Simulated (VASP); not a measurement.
Crystal: Hf.

```
Hf
1.0
    -1.80500    1.80500    1.80500
     1.80500   -1.80500    1.80500
     1.80500    1.80500   -1.80500
Hf
1
Direct
  0.00000 0.00000 0.00000
```

```yaml
Program: VASP 6.6.1
Task: relaxation of cell and atoms
Functional: PBE
Dispersion: D3(BJ)
Potentials_or_basis: VASP PAW PBE potentials, release 64 (Hf_pv)
Cutoff: 600 eV
k_mesh: 10 × 10 × 10
Occupations: fermi-dirac, width 0.05 eV
Spin: no spin polarisation
```

At the start: pressure -8.3 GPa; volume 23.52 Å³/atom.

Problem. Where does the relaxation end?

Solution. Over 4 steps the energy falls by 55.6 meV/atom and the volume is 21.50 Å³/atom (-8.6 %); space group Im-3m (No. 229, to 0.05 Å).

Step by step:
```
step  energy change (eV)  largest force (eV/Å)  pressure (GPa)  volume (Å³)
   1              0.0000                0.0000           -8.28        23.52
   2              0.0060                0.0000           11.04        19.62
   3             -0.0556                0.0000           -0.15        21.54
   4             -0.0556                0.0000            0.03        21.50
```

Final structure:
```
Hf
1.0
    -1.75170    1.75170    1.75170
     1.75170   -1.75170    1.75170
     1.75170    1.75170   -1.75170
Hf
1
Cartesian
  0.0000 0.0000 3.5034
```

Caveat: pairwise dispersion overbinds metals, which lowers pressure and volume.
